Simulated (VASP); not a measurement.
A run of VASP 6.6.1:

Contents of INCAR:

```
PREC     = Accurate       # precision mode
ENCUT    = 520            # plane-wave cutoff, eV
EDIFF    = 1E-8           # SCF threshold, eV
ISMEAR   = 0              # smearing method
SIGMA    = 0.01           # smearing width, eV
LREAL    = False          # projectors in reciprocal space
LASPH    = True           # aspherical terms in the spheres
NELM     = 100            # most SCF steps
ALGO     = Normal         # electronic algorithm
ISIF     = 2              # what is computed and relaxed
LWAVE    = False          # write WAVECAR
LCHARG   = False          # write CHGCAR
GGA      = PE             # functional
NBANDS   = 20             # bands
IBRION   = 8              # ionic algorithm
NSW      = 1              # ionic steps
LEPSILON = True           # dielectric tensor by DFPT
```

Contents of KPOINTS:

```
Automatic mesh
0
Gamma
  8 8 8
```

POSCAR

```
CdF2
1.0
    0.0000000000      2.7406778771      2.7406778771
    2.7406778771      0.0000000000      2.7406778771
    2.7406778771      2.7406778771      0.0000000000
Cd F
1 2
Direct
    0.5000000000      0.5000000000      0.5000000000
    0.2500000000      0.2500000000      0.2500000000
    0.7500000000      0.7500000000      0.7500000000
```

Potentials or basis: VASP PAW PBE potentials, release 64 (Cd, F).

Launch:

```sh
$ cat potpaw_PBE.64/Cd/POTCAR potpaw_PBE.64/F/POTCAR > POTCAR
$ mpirun -np 1 vasp_std > vasp.out
```

Hardware: 1 thread of Intel(R) Xeon(R) 6975P-C (Granite Rapids) (shared host).

Q: Estimate the wall time of this run.

A: Run time: 4.1 min on 1 thread of Intel(R) Xeon(R) 6975P-C (Granite Rapids), on a shared host, peak memory 0.37 GiB. Counts: scf iterations 123, k points 29.
